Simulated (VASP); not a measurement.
GaSb:

```xyz
8
Lattice="-4.0895 4.0895 4.0895 4.0895 -4.0895 4.0895 4.0895 4.0895 -4.0895" Properties=species:S:1:pos:R:3 pbc="T T T"
Ga    1.2972    1.2972    1.2972
Ga    2.7923    2.7923   -2.7923
Ga    2.7923   -2.7923    2.7923
Ga   -2.7923    2.7923    2.7923
Sb    2.7923    2.7923    2.7923
Sb    1.2972    1.2972   -1.2972
Sb    1.2972   -1.2972    1.2972
Sb   -1.2972    1.2972    1.2972
```

The cell was generated, and may not be a known phase.

```yaml
Program: VASP 6.6.1
Task: relaxation of cell and atoms
Functional: PBE
Potentials_or_basis: VASP PAW PBE potentials, release 64 (Ga_d, Sb)
Cutoff: 600 eV
k_mesh: 4 × 4 × 4
Occupations: gaussian, width 0.1 eV
Spin: no spin polarisation
```

At the start: pressure 6.4 GPa; volume 34.20 Å³/atom.

Task: Where does the relaxation end?

Result: Over 10 steps the energy falls by 104.8 meV/atom and the volume is 39.08 Å³/atom (+14.3 %); space group I-43m (No. 217, to 0.1 Å) before and after.

The path:
```tsv
step	energy change (eV)	largest force (eV/Å)	pressure (GPa)	volume (Å³)
1	0.0000	1.5422	6.42	273.58
2	-0.5869	0.7546	-1.83	331.52
3	-0.7990	0.3410	0.28	308.80
4	-0.8184	0.1695	0.00	312.23
5	-0.8209	0.1066	-0.11	313.93
6	-0.8253	0.1127	-0.03	313.11
7	-0.8323	0.1321	0.23	310.66
8	-0.8354	0.0814	0.14	311.33
9	-0.8379	0.0484	-0.06	312.71
10	-0.8383	0.0360	-0.03	312.62
```

Final structure:
```
Ga Sb
1.0
    -4.27550    4.27550    4.27550
     4.27550   -4.27550    4.27550
     4.27550    4.27550   -4.27550
Ga Sb
4 4
Direct
  0.31281 0.31281 0.31281
  0.00000 0.00000 0.68719
  0.00000 0.68719 0.00000
  0.68719 0.00000 0.00000
  0.67222 0.67222 0.67222
  0.00000 0.00000 0.32778
  0.00000 0.32778 0.00000
  0.32778 0.00000 0.00000
```
